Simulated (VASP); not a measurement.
Input of a VASP 6.6.1 run:

The input INCAR:

```
SYSTEM = NaI
PREC = Accurate
ENCUT = 520
EDIFF = 1E-7
ISMEAR = -1
SIGMA = 0.02
LREAL = .FALSE.
LASPH = .TRUE.
NELM = 80
ALGO = Normal
ISIF = 2
LWAVE = .FALSE.
LCHARG = .FALSE.
NBANDS = 14
```

File KPOINTS:

```
regular mesh
0
G
  8 8 8
  0 0 0
```

POSCAR

```
NaI
1.0
    0.0000000000      3.2364000000      3.2687640000
    3.2364000000      0.0000000000      3.2687640000
    3.2364000000      3.2364000000      0.0000000000
Na I
1 1
Direct
    0.0000000000      0.0000000000      0.0000000000
    0.5000000000      0.5000000000      0.5000000000
```

Potentials or basis: VASP PAW LDA potentials, release 64 (Na_pv, I).

Run with:

```console
$ cat potpaw_LDA.64/Na_pv/POTCAR potpaw_LDA.64/I/POTCAR > POTCAR
$ mpirun -np 1 vasp_std > vasp.out
```

(1) What does it give for the pressure?

(2) What does it give for the band gap on the k mesh?

Results:

(1) -1.7 GPa.

(2) 3.31 eV.

Caveat: the cell differs from its parent crystal (zz strain of +1 %); spin-orbit coupling is left out, which moves the levels of the heavy elements.
